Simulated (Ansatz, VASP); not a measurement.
One calculation of ScAl2P3, two programs

```
CELL_PARAMETERS angstrom
3.62414 0.00000 0.00000
0.00000 3.62414 0.00000
0.00000 0.00000 7.68218
ATOMIC_POSITIONS crystal
Sc 0.00000 0.00000 0.00000
Al 0.00000 0.50000 0.65008
Al 0.50000 0.00000 0.34992
P 0.00000 0.50000 0.32257
P 0.50000 0.00000 0.67743
P 0.50000 0.50000 0.00000
```

Change from the starting cell: species swapped into the Ti2CuSb3 type (P-4m2, No. 115).

Alike in both runs: functional PBE; k mesh 6 × 6 × 2; occupations gaussian, width 0.1 eV; no spin polarisation.

Ansatz relaxed the structure, and its values are those at the end. VASP's run is a single point on that final structure, the one shown.

|  | VASP | Ansatz |
| --- | --- | --- |
| version | VASP 6.6.1 | Ansatz 0.2.0 |
| potentials or method | VASP PAW PBE potentials, release 64 (Sc_sv, Al, P), cutoff 520 eV | scalar-relativistic, plane waves, PAW |
| valence electrons in the cell | 32 | 32 |

|  | VASP | Ansatz | Ansatz less VASP |
| --- | --- | --- | --- |
| gap on the k mesh at the Fermi level (eV) | none | none | - |
| pressure (GPa) | -0.2 | -0.3 | -0.03 |

A gap of «none» marks a metal or a gap that the smearing closes.

The k mesh is coarse, so the values compare programs but aren't converged.
